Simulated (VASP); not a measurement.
Runs of VASP 6.6.1 on Ag. The structure is that of space group P6_3/mmc (No. 194), or close to it. The cells are those of the table. 

```csv
cell,gap on the mesh (eV),pressure (GPa)
"a = 2.759, b = 2.759, c = 4.985 Å, angles 90.0, 90.0, 120.0°, 2 atoms",none,8.2
"a = 3.049, b = 3.049, c = 4.985 Å, angles 90.0, 90.0, 120.0°, 2 atoms",none,(a)
"a = 2.976, b = 2.976, c = 4.985 Å, angles 90.0, 90.0, 120.0°, 2 atoms",none,-7.6
"a = 2.759, b = 2.759, c = 4.867 Å, angles 90.0, 90.0, 120.0°, 2 atoms",none,11.2
```

Alike in all rows: task single point; level r2SCAN; potentials or basis VASP PAW PBE potentials, release 64 (Ag); no spin polarisation; k mesh 24 × 24 × 14; cutoff (eV) 520; smearing gaussian 0.15 eV.

**Question.** Estimate the missing entries.

**Answer.** (a) -9.9.

Caveats: the PAW data sets were made with another functional, which shifts forces and pressure a little.

A k mesh can miss the band edges, and the runs leave out spin-orbit coupling on Ag.

A gap of «none» marks levels without a gap at the run's occupations.
